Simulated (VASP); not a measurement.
# Be in VASP: a series of runs, part 2 of 2

VASP 6.6.1. Earlier steps stand in the parts before.

## Step 6: Single point, PBEsol (zz strain of -2 %)

INCAR

```
SYSTEM = Be
PREC = Accurate ; ENCUT = 520
EDIFF = 1E-7 ; ISMEAR = -1
SIGMA = 0.03 ; LREAL = .FALSE.
LASPH = .TRUE. ; NELM = 80
ALGO = Normal ; ISIF = 2
LWAVE = .FALSE. ; LCHARG = .FALSE.
GGA = PS ; NBANDS = 7
```

KPOINTS

```
Automatic mesh
0
G
  23 23 23
  0 0 0
```

POSCAR

```
Be
1.0
   -1.2531209513      1.2531209513      1.2280585323
    1.2531209513     -1.2531209513      1.2280585323
    1.2531209513      1.2531209513     -1.2280585323
Be
1
Direct
    0.0000000000      0.0000000000      0.0000000000
```

Potentials or basis: VASP PAW PBE potentials, release 64 (Be).

Command:

```bash
$ cat potpaw_PBE.64/Be/POTCAR > POTCAR
$ mpirun -np 1 vasp_std > vasp.out
```

OUTCAR:

```text
SYSTEM = Be
   PREC = Accurate
   ENCUT = 520
   EDIFF = 1E-7
   ISMEAR = -1
   LREAL = .FALSE.
   LASPH = .TRUE.
   NELM = 80
   ISIF = 2
   GGA = PS

 ion  position               nearest neighbor table
   1  0.000  0.000  0.000-

  LATTYP: Found a body centered tetragonal cell.
 ALAT       =     2.5062419026
 C/A-ratio  =     0.9800000000

  Lattice vectors:

 A1 = (  -1.2531209513,   1.2531209513,   1.2280585323)
 A2 = (   1.2531209513,  -1.2531209513,   1.2280585323)
 A3 = (   1.2531209513,   1.2531209513,  -1.2280585323)

Analysis of symmetry for initial positions (statically):
=====================================================================
 Subroutine PRICEL returns:
 Original cell was already a primitive cell.

 Routine SETGRP: Setting up the symmetry group for a
 body centered tetragonal supercell.

 Subroutine GETGRP returns: Found 16 space group operations
 (whereof 16 operations were pure point group operations)
 out of a pool of 16 trial point group operations.

The static configuration has the point symmetry D_4h.

Analysis of symmetry for dynamics (positions and initial velocities):
=====================================================================
 Subroutine PRICEL returns:
 Original cell was already a primitive cell.

 Routine SETGRP: Setting up the symmetry group for a
 body centered tetragonal supercell.

 Subroutine GETGRP returns: Found 16 space group operations
 (whereof 16 operations were pure point group operations)
 out of a pool of 16 trial point group operations.

The dynamic configuration has the point symmetry D_4h.

 Subroutine INISYM returns: Found 16 space group operations
 (whereof 16 operations are pure point group operations),
 and found     1 'primitive' translations

----------------------------------------------------------------------------------------

                                     Primitive cell

  volume of cell :       7.7137

  direct lattice vectors                    reciprocal lattice vectors
    -1.253120951  1.253120951  1.228058532     0.000000000  0.399003783  0.407146717
     1.253120951 -1.253120951  1.228058532     0.399003783  0.000000000  0.407146717
     1.253120951  1.253120951 -1.228058532     0.399003783  0.399003783  0.000000000

  length of vectors
     2.156096472  2.156096472  2.156096472     0.570063565  0.570063565  0.564276561

  position of ions in fractional coordinates (direct lattice)
     0.000000000  0.000000000  0.000000000

  ion indices of the primitive-cell ions
   primitive index   ion index
                 1           1

----------------------------------------------------------------------------------------

 KPOINTS: Automatic mesh

Automatic generation of k-mesh.
 Grid dimensions read from file:
 generate k-points for:   23   23   23

 Generating k-lattice:

  Cartesian coordinates                     Fractional coordinates (reciprocal lattice)
     0.000000000  0.017347991  0.017702031     0.043478261  0.000000000 -0.000000000
     0.017347991  0.000000000  0.017702031     0.000000000  0.043478261 -0.000000000
     0.017347991  0.017347991  0.000000000     0.000000000  0.000000000  0.043478261

  Length of vectors
     0.024785372  0.024785372  0.024533764

  Shift w.r.t. Gamma in fractional coordinates (k-lattice)
     0.000000000  0.000000000  0.000000000

 Subroutine IBZKPT returns following result:
 ===========================================

 Found    936 irreducible k-points:

 Following reciprocal coordinates:
            Coordinates               Weight
  0.000000  0.000000  0.000000      1.000000
  0.043478  0.000000 -0.000000      8.000000
  0.086957  0.000000 -0.000000      8.000000
  0.130435  0.000000 -0.000000      8.000000
  0.173913  0.000000 -0.000000      8.000000
  0.217391  0.000000 -0.000000      8.000000
[... 16 lines left out ...]
  0.478261  0.043478  0.000000     16.000000
 -0.478261  0.043478  0.000000     16.000000
 [... further k-points ...]
   k-points           NKPTS =    936   k-points in BZ     NKDIM =    936   number of bands    NBANDS=      7
   number of dos      NEDOS =    301   number of ions     NIONS =      1
   total plane-waves  NPLWV =   4096
   dimension x,y,z NGX =    16 NGY =   16 NGZ =   16
   dimension x,y,z NGXF=    32 NGYF=   32 NGZF=   32
   ions per type =               1
   NGX,Y,Z   is equivalent  to a cutoff of  12.34, 12.34, 12.34 a.u.
   NGXF,Y,Z  is equivalent  to a cutoff of  24.67, 24.67, 24.67 a.u.
 SYSTEM =  Be
   PREC   = accura    normal or accurate (medium, high low for compatibility)
   ISTART =      0    job   : 0-new  1-cont  2-samecut
   ICHARG =      2    charge: 1-file 2-atom 10-const
   ISPIN  =      1    spin polarized calculation?
   LNONCOLLINEAR =      F non collinear calculations
   LSORBIT =      F    spin-orbit coupling
   LASPH  =      T    aspherical Exc in radial PAW
   ENCUT  =  520.0 eV  38.22 Ry    6.18 a.u.   4.01  4.01  4.01*2*pi/ulx,y,z
   NELM   =     80;   NELMIN=  2; NELMDL= -5     # of ELM steps
   EDIFF  = 0.1E-06   stopping-criterion for ELM
   LREAL  =      F    real-space projection
   EDIFFG = 0.1E-05   stopping-criterion for IOM
   NSW    =      0    number of steps for IOM
   IBRION =     -1    ionic relax: 0-MD 1-quasi-New 2-CG
   NFREE  =      0    steps in history (QN), initial steepest desc. (CG)
   ISIF   =      2    stress and relaxation
   ISYM   =      2    0-nonsym 1-usesym 2-fastsym
   POTIM  = 0.5000    time-step for ionic-motion
   TEBEG  =    0.0;   TEEND  =   0.0 temperature during run
   PSTRESS=    0.0 pullay stress
   NELECT =       2.0000    total number of electrons
   NUPDOWN=      -1.0000    fix difference up-down
   EMIN   =  10.00;   EMAX   =-10.00  energy-range for DOS
   EFERMI =   0.00;   METHOD = LEGACY
   ISMEAR =    -1;   SIGMA  =   0.03  broadening in eV -4-tet -1-fermi 0-gaus
   EFERMI_NEDOS =   21; number of points for ismear=-14 and -15
   IALGO  =     38    algorithm
   IMIX   =      4    mixing-type and parameters
     AMIX     =   0.40;   BMIX     =  1.00
     AMIX_MAG =   1.60;   BMIX_MAG =  1.00
  volume/ion in A,a.u.               =       7.71        52.05
  Fermi-wavevector in a.u.,A,eV,Ry     =   1.043910  1.972704 14.826929  1.089749
  Thomas-Fermi vector in A             =   2.178640
   LORBIT       =      0    0 simple, 1 ext, 2 COOP (PROOUT), +10 PAW based schemes
   GGA     = PS    functional components
   LHFCALC =     F    Hartree Fock is set to
   AEXX    =    0.0000 exact exchange contribution
   IVDW    =     0    specifies the selected vdW correction
   LEPSILON=     F    determine dielectric tensor
   LRPA    =     F    only Hartree local field effects (RPA)
 non-spin polarized calculation
  energy-cutoff  :      520.00
  volume of cell :        7.71
 maximum number of plane-waves:       228
   NGX =  7   NGY =  7   NGZ =  7

 number of electron       2.0000000 magnetization

 Free energy of the ion-electron system (eV)
  ---------------------------------------------------
  ext. energy  EPLUGINS =         0.00000000
  ---------------------------------------------------
  free energy    TOTEN  =        -3.89918885 eV

  energy without entropy =       -3.89868449  energy(sigma->0) =       -3.89893667

 E-fermi :   8.0643     XC(G=0): -10.6946

 val. band max:        8.0386014542   @ k =  -0.3913   0.4783   0.3478
 cond. band min:       8.0799014314   @ k =   0.3043   0.2609   0.0870
 fundamental gap:      0.0412999772
 Fermi energy:         8.0642929627

 k-point     1 :       0.0000    0.0000    0.0000
  band No.  band energies     occupation
      1      -4.2604      2.00000
      2      27.6898      0.00000
      3      27.6898      0.00000
      4      27.8803      0.00000
      5      38.5918      0.00000
      6      39.5114      0.00000
      7      39.5114      0.00000
[... 221 lines left out ...]
 k-point    24 :      -0.4783    0.0435    0.0000
  band No.  band energies     occupation
      1       2.4848      2.00000
      2       9.2085      0.00000
      3      20.2288      0.00000
      4      23.0426      0.00000
      5      29.3798      0.00000
      6      34.6521      0.00000
      7      44.7528      0.00000

 [... further k-points ...]

------------------------ aborting loop because EDIFF is reached ----------------------------------------

  FORCE on cell =-STRESS in cart. coord.  units (eV):
  Direction    XX          YY          ZZ          XY          YZ          ZX
  --------------------------------------------------------------------------------------
  -------------------------------------------------------------------------------------
  Total        0.0406494      0.0406494      0.0538429      0.0000000      0.0000000      0.0000000
  in kB        8.4430490      8.4430490     11.1834048      0.0000000      0.0000000      0.0000000
  external PRESSURE =       9.3565009 kB  Pullay stress =       0.0000000 kB

 VOLUME and BASIS-vectors are now :
 -----------------------------------------------------------------------------
  energy-cutoff  :      520.00
  volume of cell :        7.71
      direct lattice vectors                 reciprocal lattice vectors
    -1.253120951  1.253120951  1.228058532     0.000000000  0.399003783  0.407146717
     1.253120951 -1.253120951  1.228058532     0.399003783  0.000000000  0.407146717
     1.253120951  1.253120951 -1.228058532     0.399003783  0.399003783  0.000000000

 POSITION                                       TOTAL-FORCE (eV/Angst)
 -----------------------------------------------------------------------------------
      0.00000      0.00000      0.00000        -0.000000      0.000000      0.000000
 -----------------------------------------------------------------------------------
    total drift:                               -0.000000      0.000000      0.000000

  FREE ENERGIE OF THE ION-ELECTRON SYSTEM (eV)
  ---------------------------------------------------
  free  energy   TOTEN  =        -3.8991888478 eV

  energy  without entropy=       -3.8986844934  energy(sigma->0) =       -3.89893667
```

OSZICAR:

```text
N       E                     dE             d eps       ncg     rms          rms(c)
DAV:   1    -0.258895743411E+01   -0.25890E+01   -0.11354E+03 14161   0.234E+02
DAV:   2    -0.391120302966E+01   -0.13222E+01   -0.12445E+01 18137   0.260E+01
DAV:   3    -0.391323123727E+01   -0.20282E-02   -0.20271E-02 14749   0.914E-01
DAV:   4    -0.391323157916E+01   -0.34189E-06   -0.34144E-06 19628   0.120E-02
DAV:   5    -0.391323157816E+01    0.10042E-08   -0.50539E-10 14952   0.614E-05    0.823E-01
DAV:   6    -0.390314873758E+01    0.10083E-01   -0.76655E-04 14126   0.305E-01    0.502E-01
DAV:   7    -0.389919763931E+01    0.39511E-02   -0.81408E-04 13958   0.311E-01    0.162E-02
DAV:   8    -0.389918830042E+01    0.93389E-05   -0.19537E-06 15764   0.134E-02    0.363E-03
DAV:   9    -0.389918886068E+01   -0.56025E-06   -0.18051E-07 16058   0.243E-03    0.133E-04
DAV:  10    -0.389918884780E+01    0.12878E-07   -0.21527E-10  9926   0.147E-04
   1 F= -.38991888E+01 E0= -.38989367E+01  d E =-.504354E-03
```

stdout:

```text
POSCAR found type information on POSCAR Be
 POSCAR found :  1 types and       1 ions
 scaLAPACK will be used
 -----------------------------------------------------------------------------
|                                                                             |
|                                                                             |
|     You enforced a specific xc type in the INCAR file but a different       |
|     I HOPE YOU KNOW WHAT YOU ARE DOING!                                     |
|                                                                             |
 -----------------------------------------------------------------------------

 LDA part: xc-table for (Slater+PW92), standard interpolation
 POSCAR, INCAR and KPOINTS ok, starting setup
 FFT: planning ... GRIDC
 FFT: planning ... GRID_SOFT
 FFT: planning ... GRID
 WAVECAR not read
 entering main loop
```

It took 18 s on 1 thread of Intel Xeon Platinum 8488C (Sapphire Rapids), shared host; peak memory 0.14 GiB.

Results:

```
Free energy            : -3.8992 eV
Pressure               : 0.9 GPa
Band gap on the k mesh : zero (band 1 reaches 11.88 eV, above the bottom of band 2 at 6.81 eV)
```

Caveat: the cell differs from its parent crystal (zz strain of -2 %); the PAW data sets were made with another functional, which shifts forces and pressure a little.

## Step 7: Summary

```csv
cell,gap on the mesh (eV),pressure (GPa)
"a = 2.199 Å, angles 109.5°, 1 atom",none,-6.0
"a = 2.185 Å, angles 109.5°, 1 atom",none,-3.9
"a = 2.213 Å, angles 109.5°, 1 atom",none,-7.9
"a = 2.149 Å, angles 108.7, 108.7, 111.1°, 1 atom",none,2.3
"a = 2.156 Å, angles 108.9, 108.9, 110.6°, 1 atom",none,0.9
```

Alike in all rows: task single point; level PBEsol; potentials or basis VASP PAW PBE potentials, release 64 (Be); no spin polarisation; k mesh 23 × 23 × 23; cutoff (eV) 520; smearing fermi-dirac 0.03 eV.

Caveats: the PAW data sets were made with another functional, which shifts forces and pressure a little.

Absolute energies hang on the potentials; compare differences alone.
